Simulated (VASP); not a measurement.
# Mo12C in VASP: single point with PBE

Aim: the single point of Mo12C with PBE.

Program: VASP 6.6.1. These are calculated values, not measurements. Logs are shortened: lines on timing, memory, paths and dates and some standing lists are left out, and cuts for length are marked.

### 1 The cell of the first run

The cell holds a slab with vacuum, 13 atoms: a = 5.474 Å, b = 5.474 Å, c = 19.808 Å, α = 90.00°, β = 90.00°, γ = 109.47°.

### 2 Single point, PBE

INCAR

```
PREC = Accurate
ENCUT = 520
EDIFF = 1E-6
ISMEAR = 0
SIGMA = 0.1
LREAL = False
LASPH = True
NELM = 80
ALGO = Normal
ISIF = 2
LWAVE = False
LCHARG = False
LDIPOL = True
IDIPOL = 3
DIPOL = 0.5 0.5 0.324
GGA = PE
NBANDS = 98
```

KPOINTS

```
Automatic mesh
0
Gamma
  5 5 1
```

POSCAR

```
Mo12C
1.0
    5.4740909337      0.0000000000      0.0000000000
   -1.8246969779      5.1610224267      0.0000000000
    0.0000000000      0.0000000000     19.8082441241
Mo C
12 1
Direct
    0.2500000000      0.2500000000      0.2019361219
    0.2500000000      0.7500000000      0.2019361219
    0.7500000000      0.2500000000      0.2019361219
    0.7500000000      0.7500000000      0.2019361219
    0.0000000000      0.0000000000      0.3106875864
    0.0000000000      0.5000000000      0.3106875864
    0.5000000000      0.0000000000      0.3106875864
    0.5000000000      0.5000000000      0.3106875864
    0.2500000000      0.2500000000      0.4194336495
    0.2500000000      0.7500000000      0.4194336495
    0.7500000000      0.2500000000      0.4194336495
    0.7500000000      0.7500000000      0.4194336495
    0.4166666667      0.5833333333      0.4786947535
```

Potentials or basis: VASP PAW PBE potentials, release 64 (Mo_sv, C).

Launch:

```
$ cat potpaw_PBE.64/Mo_sv/POTCAR potpaw_PBE.64/C/POTCAR > POTCAR
$ mpirun -np 1 vasp_std > vasp.out
```

OUTCAR:

```text
PREC = Accurate
   ENCUT = 520
   EDIFF = 1E-6
   ISMEAR = 0
   LREAL = False
   LASPH = True
   NELM = 80
   ISIF = 2
   GGA = PE

 ion  position               nearest neighbor table
   1  0.250  0.250  0.202-   5 2.67   8 2.67   2 2.74   2 2.74   3 2.74   3 2.74   7 3.10   6 3.10
                             4 3.16   4 3.16
   2  0.250  0.750  0.202-   6 2.67   7 2.67   1 2.74   1 2.74   4 2.74   4 2.74   5 3.10   8 3.10
                             3 3.16   3 3.16
   3  0.750  0.250  0.202-   6 2.67   7 2.67   4 2.74   4 2.74   1 2.74   1 2.74   5 3.10   8 3.10
                             2 3.16   2 3.16
   4  0.750  0.750  0.202-   5 2.67   8 2.67   3 2.74   3 2.74   2 2.74   2 2.74   7 3.10   6 3.10
                             1 3.16   1 3.16
   5  0.000  0.000  0.311-   9 2.67  12 2.67   1 2.67   4 2.67   6 2.74   6 2.74   7 2.74   7 2.74
                            11 3.10  10 3.10   3 3.10   2 3.10   8 3.16   8 3.16
   6  0.000  0.500  0.311-  10 2.67  11 2.67   2 2.67   3 2.67   5 2.74   5 2.74   8 2.74   8 2.74
                             9 3.10  12 3.10   1 3.10   4 3.10   7 3.16   7 3.16
   7  0.500  0.000  0.311-  10 2.67  11 2.67   2 2.67   3 2.67   8 2.74   8 2.74   5 2.74   5 2.74
                             9 3.10  12 3.10   1 3.10   4 3.10   6 3.16   6 3.16
   8  0.500  0.500  0.311-   9 2.67  12 2.67   1 2.67   4 2.67   7 2.74   7 2.74   6 2.74   6 2.74
                            11 3.10  10 3.10   3 3.10   2 3.10   5 3.16   5 3.16
   9  0.250  0.250  0.419-  13 2.10   8 2.67   5 2.67  10 2.74  10 2.74  11 2.74  11 2.74   6 3.10
                             7 3.10  12 3.16  12 3.16
  10  0.250  0.750  0.419-  13 1.90   7 2.67   6 2.67   9 2.74   9 2.74  12 2.74  12 2.74   8 3.10
                             5 3.10  11 3.16  11 3.16
  11  0.750  0.250  0.419-   6 2.67   7 2.67  12 2.74  12 2.74   9 2.74   9 2.74   5 3.10   8 3.10
                            10 3.16  10 3.16
  12  0.750  0.750  0.419-  13 2.10   8 2.67   5 2.67  11 2.74  11 2.74  10 2.74  10 2.74   6 3.10
                             7 3.10   9 3.16   9 3.16
  13  0.417  0.583  0.479-  10 1.90   9 2.10  12 2.10

  LATTYP: Found a base centered orthorhombic cell.
 ALAT       =     6.3209357483
 B/A-ratio  =     1.4142135624
 C/A-ratio  =     3.1337518546

  Lattice vectors:

 A1 = (   5.4740909337,   0.0000000000,   0.0000000000)
 A2 = (  -1.8246969779,   5.1610224267,   0.0000000000)
 A3 = (   0.0000000000,   0.0000000000,  19.8082441241)

Analysis of symmetry for initial positions (statically):
=====================================================================
 Subroutine PRICEL returns:
 Original cell was already a primitive cell.

 Routine SETGRP: Setting up the symmetry group for a
 base centered orthorhombic supercell.

 Subroutine GETGRP returns: Found  2 space group operations
 (whereof  2 operations were pure point group operations)
 out of a pool of  8 trial point group operations.
[... 148 lines left out ...]
   AEXX    =    0.0000 exact exchange contribution
   IVDW    =     0    specifies the selected vdW correction
   LEPSILON=     F    determine dielectric tensor
   LRPA    =     F    only Hartree local field effects (RPA)
 non-spin polarized calculation
 Gauss-broadening in eV      SIGMA  =   0.10
  energy-cutoff  :      520.00
  volume of cell :      559.62
 maximum number of plane-waves:     15102
 NGX is ok and might be reduce to    42
   NGX = 21   NGY = 21   NGZ = 73

 dipolmoment           0.000000      0.000000     -0.023342 electrons x Angstroem

 number of electron     171.9999987 magnetization

 dipolmoment           0.000000      0.000000      0.089336 electrons x Angstroem

 Free energy of the ion-electron system (eV)
  ---------------------------------------------------
  ext. energy  EPLUGINS =         0.00000000
  ---------------------------------------------------
  free energy    TOTEN  =      -129.75695714 eV

  energy without entropy =     -129.68848175  energy(sigma->0) =     -129.72271945

 E-fermi :   1.1826     XC(G=0):  -5.6236

 val. band max:        1.1777513286   @ k =   0.0000   0.0000   0.0000
 cond. band min:       1.1856143132   @ k =   0.4000   0.4000   0.0000
 fundamental gap:      0.0078629846
 Fermi energy:         1.1825986603

 k-point     1 :       0.0000    0.0000    0.0000
  band No.  band energies     occupation
      1     -60.0775      2.00000
      2     -59.9082      2.00000
      3     -59.8718      2.00000
      4     -59.8500      2.00000
      5     -59.8330      2.00000
      6     -59.7674      2.00000
[... 898 lines left out ...]
     97       2.0796      0.00000
     98       2.1039      0.00000

------------------------ aborting loop because EDIFF is reached ----------------------------------------

 vacuum level on the upper side and lower side of the slab       (xc-potential included)         0.141        -0.419

  FORCE on cell =-STRESS in cart. coord.  units (eV):
  Direction    XX          YY          ZZ          XY          YZ          ZX
  --------------------------------------------------------------------------------------
  -------------------------------------------------------------------------------------
  Total       -5.1421337     -6.6330353      3.5041738     -2.1084533     -1.3517593      1.9116769
  in kB      -14.7217762    -18.9901834     10.0323455     -6.0364393     -3.8700468      5.4730743
  external PRESSURE =      -7.8932047 kB  Pullay stress =       0.0000000 kB

 VOLUME and BASIS-vectors are now :
 -----------------------------------------------------------------------------
  energy-cutoff  :      520.00
  volume of cell :      559.62
      direct lattice vectors                 reciprocal lattice vectors
     5.474090934  0.000000000  0.000000000     0.182678734  0.064586686  0.000000000
    -1.824696978  5.161022427  0.000000000     0.000000000  0.193760057  0.000000000
     0.000000000  0.000000000 19.808244124     0.000000000  0.000000000  0.050484030

 POSITION                                       TOTAL-FORCE (eV/Angst)
 -----------------------------------------------------------------------------------
      0.91235      1.29026      4.00000        -0.084431     -0.140257      0.064061
      0.00000      3.87077      4.00000        -0.039573      0.027983     -0.187014
      3.64939      1.29026      4.00000        -0.093476      0.066097      0.046690
      2.73705      3.87077      4.00000         0.104092      0.126355      0.064061
      0.00000      0.00000      6.15418         0.156435     -0.110616     -0.599262
     -0.91235      2.58051      6.15418        -0.074956     -0.179815     -0.291554
      2.73705      0.00000      6.15418         0.144546      0.130608     -0.291554
      1.82470      2.58051      6.15418         0.026499     -0.018738     -0.433152
      0.91235      1.29026      8.30824        -0.244796      0.334571      0.859617
      0.00000      3.87077      8.30824        -1.270361      0.898281      0.245106
      3.64939      1.29026      8.30824         0.097153     -0.068698     -0.379660
      2.73705      3.87077      8.30824        -0.397035      0.119272      0.859617
      1.21646      3.01060      9.48210         1.675902     -1.185042      0.043044
 -----------------------------------------------------------------------------------
    total drift:                               -0.000000      0.000000      0.000296

  FREE ENERGIE OF THE ION-ELECTRON SYSTEM (eV)
  ---------------------------------------------------
  free  energy   TOTEN  =      -129.7569571410 eV

  energy  without entropy=     -129.6884817527  energy(sigma->0) =     -129.72271945

 vacuum level on the upper side and lower side of the slab         6.275         5.687
```

stdout:

```text
POSCAR found type information on POSCAR MoC
 POSCAR found :  2 types and      13 ions
 scaLAPACK will be used
 LDA part: xc-table for (Slater+PW92), standard interpolation
 POSCAR, INCAR and KPOINTS ok, starting setup
 FFT: planning ... GRIDC
 FFT: planning ... GRID_SOFT
 FFT: planning ... GRID
 WAVECAR not read
 entering main loop
```

It took 44 min on 1 thread of Intel Xeon 8259CL, shared host; peak memory 0.75 GiB.

Results:

| Quantity | Value |
| --- | --- |
| Free energy | -129.7570 eV |
| Largest force | 2.053 eV/Å |
| Band gap on the k mesh | zero (bands 86 and 87 overlap by 1.39 eV) |

Forces on the atoms (eV/Å):
```
Mo  -0.084 -0.140  0.064
Mo  -0.040  0.028 -0.187
Mo  -0.093  0.066  0.047
Mo   0.104  0.126  0.064
Mo   0.156 -0.111 -0.599
Mo  -0.075 -0.180 -0.292
Mo   0.145  0.131 -0.292
Mo   0.026 -0.019 -0.433
Mo  -0.245  0.335  0.860
Mo  -1.270  0.898  0.245
Mo   0.097 -0.069 -0.380
Mo  -0.397  0.119  0.860
C    1.676 -1.185  0.043
```

Levels at points of the mesh, in eV from the Fermi level:
```csv
k point,band 83,band 84,band 85,band 86,band 87,band 88,band 89,band 90
"(0.00, 0.00, 0.00)",0.32,0.68,0.79,0.82,1.06,1.25,1.31,1.33
```
